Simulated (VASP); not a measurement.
A run of VASP 6.6.1:

Contents of INCAR:

```
PREC     = Accurate       # precision mode
ENCUT    = 520            # plane-wave cutoff, eV
EDIFF    = 1E-7           # SCF threshold, eV
ISMEAR   = 0              # smearing method
SIGMA    = 0.02           # smearing width, eV
LREAL    = False          # projectors in reciprocal space
LASPH    = True           # aspherical terms in the spheres
NELM     = 80             # most SCF steps
ALGO     = Normal         # electronic algorithm
ISIF     = 2              # what is computed and relaxed
LWAVE    = False          # write WAVECAR
LCHARG   = False          # write CHGCAR
GGA      = CA             # functional
NBANDS   = 18             # bands
```

The input KPOINTS:

```
regular mesh
0
Gamma
  6 6 6
```

The input POSCAR:

```
CsH
1.0
    3.0503724923      3.0503724923      0.0000000000
   -3.0503724923      3.0503724923      0.0000000000
    0.0000000000      0.0000000000      5.9801917328
Cs H
2 2
Direct
    0.0000000000      0.0000000000      0.0000000000
    0.5000000000      0.5000000000      0.5000000000
    0.5000000000      0.5000000000      0.0000000000
    0.0000000000      0.0000000000      0.5000000000
```

Potentials or basis: VASP PAW LDA potentials, release 64 (Cs_sv, H).

Command:

```bash
$ cat potpaw_LDA.64/Cs_sv/POTCAR potpaw_LDA.64/H/POTCAR > POTCAR
$ mpirun -np 1 vasp_std > vasp.out
```

Hardware: 1 thread of Intel Xeon 8259CL, with other jobs on the host.

Problem. Estimate the wall time of this run.

Solution. Run time: 110 s on 1 thread of Intel Xeon 8259CL (shared host), peak memory 0.22 GiB. Counts: scf iterations 16, k points 40.
